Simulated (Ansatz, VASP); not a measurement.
Two plane-wave programs on Ti

```
Ti
1.0
     0.00000    2.03000    1.97925
     2.03000    0.00000    1.97925
     2.03000    2.03000    0.00000
Ti
1
Cartesian
  0.0000 0.0000 0.0000
```

Change from the starting cell: strain +0.000 along x and y, -0.025 along z, atoms carried along.

Alike in both runs: task single point; functional PBEsol; k mesh 20 × 20 × 20; occupations gaussian, width 0.15 eV; no spin polarisation.

```csv
,VASP,Ansatz
version,VASP 6.6.1,Ansatz 0.2.0
potentials or method,"VASP PAW PBE potentials, release 64 (Ti_sv), cutoff 520 eV","scalar-relativistic, plane waves, PAW"
valence electrons in the cell,12,12
```

|  | VASP | Ansatz | Ansatz less VASP |
| --- | --- | --- | --- |
| gap on the k mesh at the Fermi level (eV) | none | none | - |
| pressure (GPa) | 2.4 | 2.7 | +0.33 |
| traceless stress, the component that is largest in VASP (GPa) | 0.60 | 0.59 | -0.006 |

VASP's potentials were made for PBE, not for PBEsol. A gap of «none» marks a metal or a gap that the smearing closes. With one functional, cell and mesh, what is left measures potentials, basis and numerics.
